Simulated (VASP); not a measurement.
# InSe (C2/m) in VASP: further runs

InSe is run at these levels: revPBE+D4, LDA; tasks: single point, relaxation of cell and atoms.

All numbers are computed with VASP 6.6.1; they aren't measurements. Logs are shortened: lines on timing, memory, paths and dates and some standing lists are left out, and cuts for length are marked.

### Step 1. The cell of the first run

It takes space group C2/m (No. 12, monoclinic). Conventional cell: a = 11.935 Å, b = 4.138 Å, c = 4.424 Å, α = 90.00°, β = 110.79°, γ = 90.00°. Within 3.5 Å of In (site symmetry m) lie 5 Se at 2.69 to 3.42 Å and 1 In at 2.80 Å. Within 3.6 Å of Se (site symmetry m) lie 5 In at 2.69 to 3.42 Å and 3 Se at 3.40 to 3.60 Å.

### Step 2. Single point, revPBE+D4

Contents of INCAR:

```
ALGO = Normal
EDIFF = 1E-6
ENCUT = 520
GGA = RE
ISIF = 2
ISMEAR = -1
IVDW = 13
LASPH = True
LCHARG = True
LELF = True
LREAL = False
LVHAR = True
LWAVE = False
NBANDS = 27
NELM = 100
PREC = Accurate
SIGMA = 0.05
```

Contents of KPOINTS:

```
k-points
0
Gamma
  5 5 5
```

Contents of POSCAR:

```
InSe
1.0
    5.9660828241     -2.0691390083      0.1286168097
    5.9660828241      2.0691390083      0.1286168097
   -1.6592213312      0.0000000000      4.1007721618
In Se
2 2
Direct
    0.8845577241      0.8845577241      0.0137435108
    0.1154422759      0.1154422759      0.9862564892
    0.6523724899      0.6523724899      0.6299245213
    0.3476275101      0.3476275101      0.3700754787
```

Potentials or basis: VASP PAW PBE potentials, release 64 (In_d, Se).

Started as:

```bash
> cat potpaw_PBE.64/In_d/POTCAR potpaw_PBE.64/Se/POTCAR > POTCAR
> mpirun -np 1 vasp_std > vasp.out
```

OUTCAR:

```text
EDIFF = 1E-6
   ENCUT = 520
   GGA = RE
   ISIF = 2
   ISMEAR = -1
   IVDW = 13
   LASPH = True
   LREAL = False
   NELM = 100
   PREC = Accurate

 ion  position               nearest neighbor table
   1  0.885  0.885  0.014-   3 2.69   4 2.73   4 2.73   2 2.80   2 3.79   2 3.79
   2  0.115  0.115  0.986-   4 2.69   3 2.73   3 2.73   1 2.80   1 3.79   1 3.79
   3  0.652  0.652  0.630-   1 2.69   2 2.73   2 2.73
   4  0.348  0.348  0.370-   2 2.69   1 2.73   1 2.73

  LATTYP: Found a base centered monoclinic cell.
 ALAT       =    11.9349380472
 B/A-ratio  =     0.3467364472
 C/A-ratio  =     0.3706534155
 COS(beta)  =    -0.3550066522

  Lattice vectors:

 A1 = (   5.9660828241,  -2.0691390083,   0.1286168097)
 A2 = (   5.9660828241,   2.0691390083,   0.1286168097)
 A3 = (  -1.6592213312,   0.0000000000,   4.1007721618)

Analysis of symmetry for initial positions (statically):
=====================================================================
 Subroutine PRICEL returns:
 Original cell was already a primitive cell.

 Routine SETGRP: Setting up the symmetry group for a
 base centered monoclinic supercell.

 Subroutine GETGRP returns: Found  4 space group operations
 (whereof  4 operations were pure point group operations)
 out of a pool of  4 trial point group operations.

The static configuration has the point symmetry C_2h.

Analysis of symmetry for dynamics (positions and initial velocities):
=====================================================================
 Subroutine PRICEL returns:
 Original cell was already a primitive cell.

 Routine SETGRP: Setting up the symmetry group for a
 base centered monoclinic supercell.

 Subroutine GETGRP returns: Found  4 space group operations
 (whereof  4 operations were pure point group operations)
 out of a pool of  4 trial point group operations.

The dynamic configuration has the point symmetry C_2h.

 Subroutine INISYM returns: Found  4 space group operations
 (whereof  4 operations are pure point group operations),
 and found     1 'primitive' translations

----------------------------------------------------------------------------------------

                                     Primitive cell

  volume of cell :     102.1284

  direct lattice vectors                    reciprocal lattice vectors
     5.966082824 -2.069139008  0.128616810     0.083082387 -0.241646404  0.033616125
     5.966082824  2.069139008  0.128616810     0.083082387  0.241646404  0.033616125
    -1.659221331  0.000000000  4.100772162    -0.005211600  0.000000000  0.241747838

  length of vectors
     6.316013203  6.316013203  4.423725551     0.257731859  0.257731859  0.241804007

  position of ions in fractional coordinates (direct lattice)
     0.884557724  0.884557724  0.013743511
     0.115442276  0.115442276  0.986256489
     0.652372490  0.652372490  0.629924521
     0.347627510  0.347627510  0.370075479

  ion indices of the primitive-cell ions
   primitive index   ion index
                 1           1
                 2           2
                 3           3
                 4           4

----------------------------------------------------------------------------------------

 KPOINTS: k-points

Automatic generation of k-mesh.
 Grid dimensions read from file:
 generate k-points for:    5    5    5

 Generating k-lattice:

  Cartesian coordinates                     Fractional coordinates (reciprocal lattice)
     0.016616477 -0.048329281  0.006723225     0.200000000 -0.000000000  0.000000000
     0.016616477  0.048329281  0.006723225    -0.000000000  0.200000000  0.000000000
    -0.001042320  0.000000000  0.048349568     0.000000000  0.000000000  0.200000000

  Length of vectors
     0.051546372  0.051546372  0.048360801

  Shift w.r.t. Gamma in fractional coordinates (k-lattice)
     0.000000000  0.000000000  0.000000000

 Subroutine IBZKPT returns following result:
 ===========================================

 Found     39 irreducible k-points:

 Following reciprocal coordinates:
            Coordinates               Weight
  0.000000  0.000000  0.000000      1.000000
  0.200000  0.000000  0.000000      4.000000
  0.400000  0.000000  0.000000      4.000000
  0.200000  0.200000  0.000000      2.000000
  0.400000  0.200000 -0.000000      4.000000
 -0.400000  0.200000 -0.000000      4.000000
[... 16 lines left out ...]
 -0.200000 -0.400000  0.200000      4.000000
 -0.200000 -0.200000  0.200000      2.000000
 [... further k-points ...]
   k-points           NKPTS =     39   k-points in BZ     NKDIM =     39   number of bands    NBANDS=     27
   number of dos      NEDOS =    301   number of ions     NIONS =      4
   total plane-waves  NPLWV =  82944
   dimension x,y,z NGX =    48 NGY =   48 NGZ =   36
   dimension x,y,z NGXF=    96 NGYF=   96 NGZF=   72
   ions per type =               2   2
   NGX,Y,Z   is equivalent  to a cutoff of  12.63, 12.63, 13.53 a.u.
   NGXF,Y,Z  is equivalent  to a cutoff of  25.27, 25.27, 27.06 a.u.
 SYSTEM =  unknown system
   PREC   = accura    normal or accurate (medium, high low for compatibility)
   ISTART =      0    job   : 0-new  1-cont  2-samecut
   ICHARG =      2    charge: 1-file 2-atom 10-const
   ISPIN  =      1    spin polarized calculation?
   LNONCOLLINEAR =      F non collinear calculations
   LSORBIT =      F    spin-orbit coupling
   LASPH  =      T    aspherical Exc in radial PAW
   ENCUT  =  520.0 eV  38.22 Ry    6.18 a.u.  11.74 11.74  8.23*2*pi/ulx,y,z
   NELM   =    100;   NELMIN=  2; NELMDL= -5     # of ELM steps
   EDIFF  = 0.1E-05   stopping-criterion for ELM
   LREAL  =      F    real-space projection
   EDIFFG = 0.1E-04   stopping-criterion for IOM
   NSW    =      0    number of steps for IOM
   IBRION =     -1    ionic relax: 0-MD 1-quasi-New 2-CG
   NFREE  =      0    steps in history (QN), initial steepest desc. (CG)
   ISIF   =      2    stress and relaxation
   ISYM   =      2    0-nonsym 1-usesym 2-fastsym
   POTIM  = 0.5000    time-step for ionic-motion
   TEBEG  =    0.0;   TEEND  =   0.0 temperature during run
   PSTRESS=    0.0 pullay stress
   NELECT =      38.0000    total number of electrons
   NUPDOWN=      -1.0000    fix difference up-down
   EMIN   =  10.00;   EMAX   =-10.00  energy-range for DOS
   EFERMI =   0.00;   METHOD = LEGACY
   ISMEAR =    -1;   SIGMA  =   0.05  broadening in eV -4-tet -1-fermi 0-gaus
   EFERMI_NEDOS =   21; number of points for ismear=-14 and -15
   IALGO  =     38    algorithm
   IMIX   =      4    mixing-type and parameters
     AMIX     =   0.40;   BMIX     =  1.00
     AMIX_MAG =   1.60;   BMIX_MAG =  1.00
  volume/ion in A,a.u.               =      25.53       172.30
  Fermi-wavevector in a.u.,A,eV,Ry     =   1.177481  2.225116 18.863955  1.386462
  Thomas-Fermi vector in A             =   2.313827
   LORBIT       =      0    0 simple, 1 ext, 2 COOP (PROOUT), +10 PAW based schemes
   GGA     = RE    functional components
   LHFCALC =     F    Hartree Fock is set to
   AEXX    =    0.0000 exact exchange contribution
   IVDW    =    13    specifies the selected vdW correction
   LEPSILON=     F    determine dielectric tensor
   LRPA    =     F    only Hartree local field effects (RPA)
 non-spin polarized calculation
  energy-cutoff  :      520.00
  volume of cell :      102.13
 maximum number of plane-waves:      2765
   NGX = 23   NGY = 23   NGZ = 17

 number of electron      37.9999994 magnetization

 Free energy of the ion-electron system (eV)
  ---------------------------------------------------
  ext. energy  EPLUGINS =         0.00000000
  ---------------------------------------------------
  free energy    TOTEN  =       -12.71348246 eV

  energy without entropy =      -12.71338238  energy(sigma->0) =      -12.71343242

 E-fermi :   5.5612     XC(G=0):  -9.6100

 val. band max:        5.2933313746   @ k =  -0.2000  -0.2000   0.4000
 cond. band min:       5.8271537349   @ k =   0.4000   0.4000   0.0000
 fundamental gap:      0.5338223603
 Fermi energy:         5.5612238377

 k-point     1 :       0.0000    0.0000    0.0000
  band No.  band energies     occupation
      1      -9.4171      2.00000
      2      -9.3541      2.00000
      3      -9.1243      2.00000
      4      -9.1236      2.00000
      5      -9.0919      2.00000
      6      -9.0874      2.00000
[... 19 lines left out ...]
     26      12.4819      0.00000
     27      14.1952      0.00000

 k-point     2 :       0.2000    0.0000    0.0000
  band No.  band energies     occupation
      1      -9.4108      2.00000
      2      -9.3391      2.00000
      3      -9.1972      2.00000
      4      -9.1186      2.00000
      5      -9.1050      2.00000
      6      -9.0717      2.00000
[... 19 lines left out ...]
     26      12.2879      0.00000
     27      13.2871      0.00000

 k-point     3 :       0.4000    0.0000    0.0000
  band No.  band energies     occupation
      1      -9.3944      2.00000
      2      -9.3569      2.00000
      3      -9.2202      2.00000
      4      -9.1635      2.00000
      5      -9.0935      2.00000
      6      -9.0831      2.00000
[... 19 lines left out ...]
     26      12.8818      0.00000
     27      13.7430      0.00000

 k-point     4 :       0.2000    0.2000    0.0000
  band No.  band energies     occupation
      1      -9.4448      2.00000
      2      -9.3041      2.00000
      3      -9.1516      2.00000
      4      -9.1252      2.00000
      5      -9.0936      2.00000
      6      -9.0876      2.00000
[... 19 lines left out ...]
     26      12.4426      0.00000
     27      13.4257      0.00000
[... 516 lines left out ...]
      4      -9.1460      2.00000
      5      -9.1104      2.00000
      6      -9.0832      2.00000
[... 19 lines left out ...]
     26      11.8158      0.00000
     27      12.5340      0.00000

 k-point    23 :      -0.2000   -0.4000    0.2000
  band No.  band energies     occupation
      1      -9.4410      2.00000
      2      -9.2851      2.00000
      3      -9.1958      2.00000
      4      -9.1748      2.00000
      5      -9.1145      2.00000
      6      -9.0684      2.00000
[... 19 lines left out ...]
     26      12.7199      0.00000
     27      13.3288      0.00000

 k-point    24 :      -0.2000   -0.2000    0.2000
  band No.  band energies     occupation
      1      -9.4316      2.00000
      2      -9.3132      2.00000
      3      -9.1557      2.00000
      4      -9.1217      2.00000
      5      -9.1051      2.00000
      6      -9.0898      2.00000
[... 19 lines left out ...]
     26      12.5648      0.00000
     27      12.9852      0.00000

 [... further k-points ...]

------------------------ aborting loop because EDIFF is reached ----------------------------------------

  DFT-D4 for vdW energy calculation

  Edisp (eV):   -2.41370

  FORCE on cell =-STRESS in cart. coord.  units (eV):
  Direction    XX          YY          ZZ          XY          YZ          ZX
  --------------------------------------------------------------------------------------
  -------------------------------------------------------------------------------------
  Total       0.02979     0.02961     0.00291     0.00000     0.00000     0.00110
  in kB       0.46740     0.46449     0.04567     0.00000     0.00000     0.01728
  external pressure =        0.33 kB  Pullay stress =        0.00 kB

 VOLUME and BASIS-vectors are now :
 -----------------------------------------------------------------------------
  energy-cutoff  :      520.00
  volume of cell :      102.13
      direct lattice vectors                 reciprocal lattice vectors
     5.966082824 -2.069139008  0.128616810     0.083082387 -0.241646404  0.033616125
     5.966082824  2.069139008  0.128616810     0.083082387  0.241646404  0.033616125
    -1.659221331  0.000000000  4.100772162    -0.005211600  0.000000000  0.241747838

 POSITION                                       TOTAL-FORCE (eV/Angst)
 -----------------------------------------------------------------------------------
     10.53189      0.00000      0.28390         0.011531      0.000000     -0.002344
     -0.25894      0.00000      4.07411        -0.011531      0.000000      0.002344
      6.73903      0.00000      2.75099         0.003884      0.000000     -0.009077
      3.53391      0.00000      1.60702        -0.003884      0.000000      0.009077
 -----------------------------------------------------------------------------------
    total drift:                                0.000000     -0.000000     -0.000000

  FREE ENERGIE OF THE ION-ELECTRON SYSTEM (eV)
  ---------------------------------------------------
  free  energy   TOTEN  =       -15.1271797697 eV

  energy  without entropy=      -15.1270796918  energy(sigma->0) =      -15.12712973
```

Wall time 4.6 min (1 thread of Intel Xeon 8259CL, shared host); peak memory 0.33 GiB.

What came out:

```yaml
Free_energy: -15.1272 eV
Pressure: 0.0 GPa
Largest_force: 0.012 eV/Å
Band_gap_on_the_k_mesh: 0.53 eV (least direct gap 1.07 eV)
Dispersion_energy_per_atom: -0.603 eV
```

Forces on the atoms (eV/Å):
```
In   0.012  0.000 -0.002
In  -0.012  0.000  0.002
Se   0.004  0.000 -0.009
Se  -0.004  0.000  0.009
```

Levels at points of the mesh, in eV from the valence-band top:
| k point | band 15 | band 16 | band 17 | band 18 | band 19 | band 20 | band 21 | band 22 | band 23 | band 24 |
| --- | --- | --- | --- | --- | --- | --- | --- | --- | --- | --- |
| (0.00, 0.00, 0.00) | -3.68 | -2.66 | -2.47 | -1.89 | -1.65 | 2.41 | 3.68 | 4.23 | 5.07 | 5.21 |

Caveat: the PAW data sets were made with another functional, which shifts forces and pressure a little; spin-orbit coupling is left out, which moves the levels of the heavy elements; an odd mesh through Γ misses points on the zone boundary, where band edges can lie.

### Step 3. Relaxation of cell and atoms, revPBE+D4

This run uses another cell than the first one, of 28.56 Å³/atom.

Contents of INCAR:

```
SYSTEM = InSe
PREC = Accurate
ENCUT = 600
EDIFF = 1E-6
ISMEAR = -1
SIGMA = 0.05
LREAL = .False.
LASPH = .True.
NELM = 60
ALGO = Normal
ISIF = 3
LWAVE = .False.
LCHARG = .False.
GGA = RE
IVDW = 13
IBRION = 2
NSW = 60
EDIFFG = -0.01
```

Contents of KPOINTS:

```
regular mesh
0
Gamma
  5 5 5
  0 0 0
```

Contents of POSCAR:

```
InSe
1.0
    5.8263928781     -2.0546489550      0.0000000000
    5.8263928781      2.0546489550      0.0000000000
   -1.7232330140      0.0000000000      4.7713478577
In Se
2 2
Direct
    0.8882032500      0.8882032500      0.0468413600
    0.1117967500      0.1117967500      0.9531586400
    0.6609275900      0.6609275900      0.6689556200
    0.3390724100      0.3390724100      0.3310443800
```

Potentials or basis: VASP PAW PBE potentials, release 64 (In_d, Se).

Started as:

```bash
> cat potpaw_PBE.64/In_d/POTCAR potpaw_PBE.64/Se/POTCAR > POTCAR
> mpirun -np 1 vasp_std > vasp.out
```

Wall time 69 min (1 thread of Intel Xeon 8259CL, shared host); peak memory 0.4 GiB.

Results (log left out):

```yaml
Free_energy: -15.1272 eV
Relaxed_volume: 25.58 Å³/atom
Relaxed_cell: a = 6.315 Å, b = 6.315 Å, c = 4.437 Å, α = 109.66°, β = 109.66°, γ = 38.23°
Space_group_after_relaxing_to_0.1_Å: C2/m (No. 12)
Energy_gained_by_relaxing: 26.9 meV/atom
Ionic_steps: 32
Pressure_after_relaxing: 0.0 GPa
Largest_force_after_relaxing: 0.005 eV/Å
Band_gap_on_the_k_mesh: 0.55 eV (least direct gap 1.07 eV)
Dispersion_energy_per_atom: -0.602 eV
```

Forces on the atoms (eV/Å):
```
In  -0.005  0.000  0.000
In   0.005  0.000  0.000
Se   0.003  0.000 -0.002
Se  -0.003  0.000  0.002
```

Stress tensor (GPa, compression positive):
```
 0.03  0.00  0.03
 0.00  0.02  0.00
 0.03  0.00 -0.05
```

The path:
```tsv
step	energy change (eV)	largest force (eV/Å)	pressure (GPa)	volume (Å³)
1	0.0000	0.3326	-0.36	114.24
2	-0.0133	0.2528	-0.35	113.17
3	-0.0238	0.5086	-0.16	109.99
4	-0.0255	0.3603	-0.22	110.88
5	-0.0328	0.3222	-0.14	110.23
6	-0.0509	0.2060	0.16	108.30
7	-0.0672	0.1159	0.93	104.45
8	-0.0779	0.0797	0.18	104.90
9	-0.0801	0.1287	-0.35	105.23
10	-0.0863	0.1062	-0.29	104.75
11	-0.0929	0.0714	-0.17	103.99
12	-0.0937	0.1176	0.13	102.38
13	-0.0955	0.0876	0.00	103.13
14	-0.0970	0.0885	-0.01	103.11
15	-0.0976	0.1146	0.00	103.09
16	-0.0986	0.0929	0.05	103.08
17	-0.1005	0.0591	0.14	103.07
18	-0.1008	0.1529	0.34	103.03
19	-0.1012	0.0953	0.26	103.05
20	-0.1022	0.0817	0.07	103.37
21	-0.1026	0.0622	-0.23	103.91
22	-0.1035	0.0426	-0.25	103.81
23	-0.1052	0.0344	-0.19	103.53
24	-0.1048	0.1203	-0.08	102.95
25	-0.1056	0.0574	-0.14	103.30
26	-0.1062	0.0748	0.14	102.70
27	-0.1062	0.0660	0.08	102.82
28	-0.1068	0.0390	-0.04	102.80
29	-0.1070	0.0271	-0.09	102.79
30	-0.1074	0.0135	0.00	102.43
31	-0.1074	0.0147	0.00	102.42
32	-0.1075	0.0048	0.00	102.31
```

Final structure:
```
In Se
1.0
     5.96508   -2.06774    0.12641
     5.96508    2.06774    0.12641
    -1.66725    0.00000    4.11187
In Se
2 2
Direct
  0.88479 0.88479 0.01502
  0.11521 0.11521 0.98498
  0.65253 0.65253 0.63010
  0.34747 0.34747 0.36990
```

Levels at points of the mesh, in eV from the valence-band top:
```
           k point  band 16  band 17  band 18  band 19  band 20  band 21  band 22  band 23
(0.00, 0.00, 0.00)    -2.65    -2.45    -1.89    -1.62     2.42     3.68     4.22     5.06
```

Caveat: the PAW data sets were made with another functional, which shifts forces and pressure a little; spin-orbit coupling is left out, which moves the levels of the heavy elements; an odd mesh through Γ misses points on the zone boundary, where band edges can lie.

(Continued in part 2 of 2.)
